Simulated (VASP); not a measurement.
Input of a VASP 6.6.1 run:

INCAR

```
SYSTEM = CaSe
PREC = Accurate
ENCUT = 500
EDIFF = 1E-6
ISMEAR = 0
SIGMA = 0.1
LREAL = .FALSE.
LASPH = .TRUE.
NELM = 120
ALGO = Normal
ISIF = 2
LWAVE = .FALSE.
LCHARG = .FALSE.
GGA = PE
NBANDS = 15
ISYM = 0
GGA_COMPAT = .FALSE.
```

KPOINTS

```
Automatic mesh
0
Gamma
  2 2 2
  0.5 0.5 0
```

File POSCAR:

```
CaSe
1.0
    0.0000000000      3.3000000000      3.3000000000
    3.3000000000      0.0000000000      3.3000000000
    3.3000000000      3.3000000000      0.0000000000
Ca Se
1 1
Direct
    0.0000000000      0.0000000000      0.0000000000
    0.7500000000      0.7500000000      0.7500000000
```

Potentials or basis: VASP PAW PBE potentials, release 64 (Ca_sv, Se).

Command:

```sh
$ cat potpaw_PBE.64/Ca_sv/POTCAR potpaw_PBE.64/Se/POTCAR > POTCAR
$ mpirun -np 1 vasp_std > vasp.out
```

Task: What does it give for the pressure?

Result: -0.2 GPa.

Task: Estimate the band gap on the k mesh.

Result: 3.77 eV, indirect (least direct gap 3.88 eV).

Caveat: the k points lie up to 0.82 Å⁻¹ apart. A k mesh can miss the band edges.
